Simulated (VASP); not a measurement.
Set up this calculation in VASP 6.6.1, as the native input.

```
Task                   : single point
Functional             : PBE
Potentials or basis    : VASP PAW PBE potentials, release 64 (Co)
Cutoff                 : 600 eV
k mesh                 : 18 × 18 × 18
Occupations            : fermi-dirac, width 0.1 eV
Spin                   : no spin polarisation
Dipole correction      : no
Further INCAR settings : ALGO = Normal; EDIFF = 1e-06; NBANDS = 10
```

The structure of Co lies in POSCAR:

```
Co
1.0
    0.0000000000      1.7516599892      1.7516599892
    1.7516599892      0.0000000000      1.7516599892
    1.7516599892      1.7516599892      0.0000000000
Co
1
Direct
    0.0000000000      0.0000000000      0.0000000000
```

This isn't the form of Co at room conditions, which is hcp.

These files were run (other wordings do the same):

INCAR

```
SYSTEM = Co
PREC = Accurate
ENCUT = 600
EDIFF = 1E-6
ISMEAR = -1
SIGMA = 0.1
LREAL = .False.
LASPH = .True.
NELM = 120
ALGO = Normal
ISIF = 2
LWAVE = .False.
LCHARG = .False.
GGA = PE
NBANDS = 10
GGA_COMPAT = .False.
```

KPOINTS

```
regular mesh
0
Gamma
  18 18 18
  0 0 0
```

Potentials or basis: VASP PAW PBE potentials, release 64 (Co).

Run with:

```sh
$ cat potpaw_PBE.64/Co/POTCAR > POTCAR
$ mpirun -np 1 vasp_std > vasp.out
```

It gave:

| Quantity | Value |
| --- | --- |
| Pressure | -9.6 GPa |
| Band gap on the k mesh | zero (an odd number of electrons rules out a gap without spin polarisation) |

Caveat: the cell stands under tension; the run has no spin polarisation, though such a crystal can be magnetic.

Wall time 20 s on 1 thread of Intel Xeon 8259CL (shared host), peak memory 0.15 GiB.
